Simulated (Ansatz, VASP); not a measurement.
Two plane-wave programs on Fe3Ge

```
Fe Ge
1.0
     3.72052    0.00000    0.00000
     0.00000    3.72052    0.00000
     0.00000    0.00000    3.72052
Fe Ge
3 1
Cartesian
  0.0000 1.8603 1.8603
  1.8603 1.8603 0.0000
  1.8603 0.0000 1.8603
  0.0000 0.0000 0.0000
```

Alike in both runs: task single point; functional PBEsol; k mesh 9 × 9 × 9; occupations tetrahedron; collinear spin.

|  | VASP | Ansatz |
| --- | --- | --- |
| version | VASP 6.6.1 | Ansatz 0.2.0 |
| potentials or method | VASP PAW PBE potentials, release 64 (Fe, Ge_d) | PAW with Ansatz's default frozen-core files, scalar-relativistic |
| plane-wave cutoff (eV) | 520 | 420 |
| valence electrons in the cell | 38 | 62 |

Ansatz gave:

```
gap on the k mesh at the Fermi level (eV)                     : none
pressure (GPa)                                                : -17.7
net moment per atom (μB)                                      : 1.66
size of the moment on the site where the two differ most (μB) : 2.29
```

**Question.** Which values does VASP return?

**Answer.** gap on the k mesh at the Fermi level (eV): none; pressure (GPa): -17.5; net moment per atom (μB): 1.66; size of the moment on the site where the two differ most (μB): 2.26.

VASP's potentials were made for PBE, not for PBEsol. Site moments also hang on the region over which each program counts them. A gap of «none» marks a metal or a gap that the smearing closes. VASP's potentials hold 38 valence electrons a cell and Ansatz's 62, so a difference there can come from the potentials and not from the codes. Ansatz's warnings: band table not solved further, stability check not made, tetrahedron derivatives may miss energy slope.
